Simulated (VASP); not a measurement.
Set up this calculation in VASP 6.6.1, as the native input.

```yaml
Task: single point
Functional: LDA
Potentials_or_basis: VASP PAW LDA potentials, release 64 (Ba_sv, Ti_sv, O_h)
Cutoff: 1340 eV
k_mesh: 9 × 9 × 9
Occupations: gaussian, width 0.1 eV
Spin: no spin polarisation
Dipole_correction: no
Further_INCAR_settings: ALGO = Normal; EDIFF = 1e-06; NBANDS = 28
```

The structure of BaTiO3 lies in POSCAR:

```
BaTiO3
1.0
    3.9998000000      0.0000000000      0.0000000000
    0.0000000000      3.9998000000      0.0000000000
    0.0000000000      0.0000000000      4.0180000000
Ba Ti O
1 1 3
Direct
    0.0000000000      0.0000000000      0.0000000000
    0.5000000000      0.5000000000      0.4900000000
    0.0000000000      0.5000000000      0.5170000000
    0.5000000000      0.0000000000      0.5170000000
    0.5000000000      0.5000000000      0.0190000000
```

These files were run (other wordings do the same):

INCAR

```
PREC = Accurate
ENCUT = 1340
EDIFF = 1E-6
ISMEAR = 0
SIGMA = 0.1
LREAL = F
LASPH = T
NELM = 120
ALGO = Normal
ISIF = 2
LWAVE = F
LCHARG = F
NBANDS = 28
GGA_COMPAT = F
```

KPOINTS

```
Automatic mesh
0
Gamma
  9 9 9
```

Potentials or basis: VASP PAW LDA potentials, release 64 (Ba_sv, Ti_sv, O_h).

Launch:

```console
$ cat potpaw_LDA.64/Ba_sv/POTCAR potpaw_LDA.64/Ti_sv/POTCAR potpaw_LDA.64/O_h/POTCAR > POTCAR
$ mpirun -np 1 vasp_std > vasp.out
```

It gave:

```yaml
Pressure: -6.7 GPa
Largest_force: 0.381 eV/Å
Band_gap_on_the_k_mesh: 1.75 eV (least direct gap 1.98 eV)
```

Caveat: the cell stands under tension; spin-orbit coupling is left out, which moves the levels of the heavy elements.

It took 4.5 min on 1 thread of Intel(R) Xeon(R) 6975P-C (Granite Rapids), with other jobs on the host, peak memory 0.67 GiB.
